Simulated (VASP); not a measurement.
Write the native input for VASP 6.6.1 that does the following.

```
Task                   : single point
Functional             : PBE
Potentials or basis    : VASP PAW PBE potentials, release 64 (Ca_sv, Si, S)
Cutoff                 : 500 eV
k mesh                 : 8 × 8 × 8
Occupations            : gaussian, width 0.1 eV
Spin                   : no spin polarisation
Dipole correction      : no
Further INCAR settings : ALGO = Normal; EDIFF = 1e-06; NBANDS = 28
```

The structure of Ca3SiS lies in POSCAR:

```
Ca3SiS
1.0
    5.5095162771      0.0000000000      0.0000000000
    0.0000000000      5.5095162771      0.0000000000
    0.0000000000      0.0000000000      5.5095162771
Ca Si S
3 1 1
Direct
    0.0000000000      0.5000000000      0.5000000000
    0.5000000000      0.0000000000      0.5000000000
    0.5000000000      0.5000000000      0.0000000000
    0.5000000000      0.5000000000      0.5000000000
    0.0000000000      0.0000000000      0.0000000000
```

These files were run (other wordings do the same):

INCAR

```
  PREC = Accurate
  ENCUT = 500
  EDIFF = 1E-6
  ISMEAR = 0
  SIGMA = 0.1
  LREAL = F
  LASPH = T
  NELM = 120
  ALGO = Normal
  ISIF = 2
  LWAVE = F
  LCHARG = F
  GGA = PE
  NBANDS = 28
  GGA_COMPAT = F
```

KPOINTS

```
Automatic mesh
0
Gamma
  8 8 8
```

Potentials or basis: VASP PAW PBE potentials, release 64 (Ca_sv, Si, S).

Launch:

```bash
$ cat potpaw_PBE.64/Ca_sv/POTCAR potpaw_PBE.64/Si/POTCAR potpaw_PBE.64/S/POTCAR > POTCAR
$ mpirun -np 1 vasp_std > vasp.out
```

Results of the run:

The pressure is 0.1 GPa. The band gap on the k mesh is zero (filled and empty bands touch).

Run time: 2.8 min on 1 thread of Intel Xeon 8259CL, on a shared host, peak memory 0.33 GiB.
